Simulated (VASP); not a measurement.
Here is a VASP 6.6.1 calculation.

POSCAR

```
AlGaN2
1.0
    3.0466507372      0.0000000000      0.0000000000
    0.0000000000      3.0466507372      0.0000000000
    0.0000000000      0.0000000000      4.2911228018
Al Ga N
1 1 2
Direct
    0.5000000000      0.5000000000      0.5000000000
    0.0000000000      0.0000000000      0.0000000000
    0.5000000000      0.0000000000      0.7382648100
    0.0000000000      0.5000000000      0.2617351900
```

The input INCAR.step1:

```
SYSTEM = AlGaN2
ALGO     = Normal         ! electronic algorithm
EDIFF    = 1E-4           ! SCF threshold, eV
ENCUT    = 520            ! plane-wave cutoff, eV
GGA      = PE             ! functional
ISMEAR   = 0              ! smearing method
LASPH    = .TRUE.         ! aspherical terms in the spheres
LCHARG   = .FALSE.        ! write CHGCAR
LREAL    = .FALSE.        ! projectors in reciprocal space
LWAVE    = .TRUE.         ! write WAVECAR
NBANDS   = 21             ! bands
NELM     = 100            ! most SCF steps
PREC     = Accurate       ! precision mode
SIGMA    = 0.05           ! smearing width, eV
```

The input INCAR.step2:

```
SYSTEM = AlGaN2
ALGO     = Normal         ! electronic algorithm
EDIFF    = 1E-6           ! SCF threshold, eV
ENCUT    = 520            ! plane-wave cutoff, eV
ISIF     = 2              ! what is computed and relaxed
ISMEAR   = 0              ! smearing method
ISTART   = 1            
LASPH    = .TRUE.         ! aspherical terms in the spheres
LCHARG   = .TRUE.         ! write CHGCAR
LELF     = .TRUE.         ! ELF
LMIXTAU  = .TRUE.       
LREAL    = .FALSE.        ! projectors in reciprocal space
LVHAR    = .TRUE.       
LWAVE    = .FALSE.        ! write WAVECAR
METAGGA  = R2SCAN         ! meta-GGA
NBANDS   = 21             ! bands
NELM     = 100            ! most SCF steps
PREC     = Accurate       ! precision mode
SIGMA    = 0.05           ! smearing width, eV
```

File KPOINTS:

```
k-points
0
G
  8 8 6
  0 0 0
```

Potentials or basis: VASP PAW PBE potentials, release 64 (Al, Ga_d, N).

The run is started by

```console
$ cat potpaw_PBE.64/Al/POTCAR potpaw_PBE.64/Ga_d/POTCAR potpaw_PBE.64/N/POTCAR > POTCAR
$ cp INCAR.step1 INCAR
$ mpirun -np 1 vasp_std > vasp.out
$ cp INCAR.step2 INCAR
$ mpirun -np 1 vasp_std > vasp.out
```

What does it give for the largest force?

0.021 eV/Å.

What does it give for the band gap on the k mesh?

3.88 eV, indirect (least direct gap 4.07 eV).

Estimate the pressure.

22.5 GPa.

Stress tensor (GPa, compression positive):
```
22.58  0.00  0.00
 0.00 22.58  0.00
 0.00  0.00 22.32
```

Caveat: the cell differs from its parent crystal (strain -0.030 along x and y, -0.030 along z); the PAW data sets were made with another functional, which shifts forces and pressure a little. A k mesh can miss the band edges.
